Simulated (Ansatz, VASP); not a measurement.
## Two plane-wave programs on Se

The input INCAR:

```
ALGO = Normal
EDIFF = 1E-6
ENCUT = 520
GGA = PE
ISIF = 2
ISMEAR = -1
LASPH = T
LCHARG = F
LREAL = F
LWAVE = F
NBANDS = 16
NELM = 100
PREC = Accurate
SIGMA = 0.05
```

The input KPOINTS:

```
k-points
0
Gamma
  5 5 4
```

The input POSCAR:

```
Se
1.0
    4.3662000000      0.0000000000      0.0000000000
   -2.1831000000      3.7812401180      0.0000000000
    0.0000000000      0.0000000000      4.9536000000
Se
3
Direct
    0.7746000000      0.7746000000      0.0000000000
    0.0000000000      0.2254000000      0.6666666667
    0.2254000000      0.0000000000      0.3333333333
```

The input input.yaml:

```yaml
crystal:
  lattice:
    - [4.3662, 0.0, 0.0]
    - [-2.1831, 3.781240118, 0.0]
    - [0.0, 0.0, 4.9536]
  atoms:
    - { symbol: Se, position: [0.7746, 0.7746, 0.0] }
    - { symbol: Se, position: [0.0, 0.2254, 0.6666666667] }
    - { symbol: Se, position: [0.2254, 0.0, 0.3333333333] }
hamiltonian:
  xc: pbe
  pseudopotentials: { kind: paw }
kpoints:
  mp_grid: { grid: [5, 5, 4] }
scf:
  occupations: { method: fermi_dirac, width: 0.05 }
output:
  forces: true
  stress: true
  eigenvalues: true
```

Alike in both runs: task single point; functional PBE; k mesh 5 × 5 × 4; occupations fermi-dirac, width 0.05 eV; no spin polarisation.

|  | VASP | Ansatz |
| --- | --- | --- |
| version | VASP 6.6.1 | Ansatz 0.2.0 |
| potentials or method | VASP PAW PBE potentials, release 64 (Se) | Ansatz PAW |
| plane-wave cutoff (eV) | 520 | 420 |
| valence electrons in the cell | 18 | 48 |

Ansatz gave:

```
gap on the k mesh at the Fermi level (eV)                     : 1.24
least direct gap on the mesh (eV)                             : 1.35
pressure (GPa)                                                : 2.8
traceless stress, the component that is largest in VASP (GPa) : 1.18
rms of the force components (eV/Å)                            : 0.233
```

Question: What did VASP give for the same quantities?

Answer: gap on the k mesh at the Fermi level (eV): 1.24; least direct gap on the mesh (eV): 1.34; pressure (GPa): 2.9; traceless stress, the component that is largest in VASP (GPa): 1.23; rms of the force components (eV/Å): 0.252.

Atom by atom the forces differ by 0.019 eV/Å (rms over components). VASP's potentials hold 18 valence electrons a cell and Ansatz's 48, so a difference there can come from the potentials and not from the codes.

Noted on Ansatz's run: odd divisions of the mesh miss points on the zone boundary, where band edges often lie, so the gap on the mesh can be too wide.
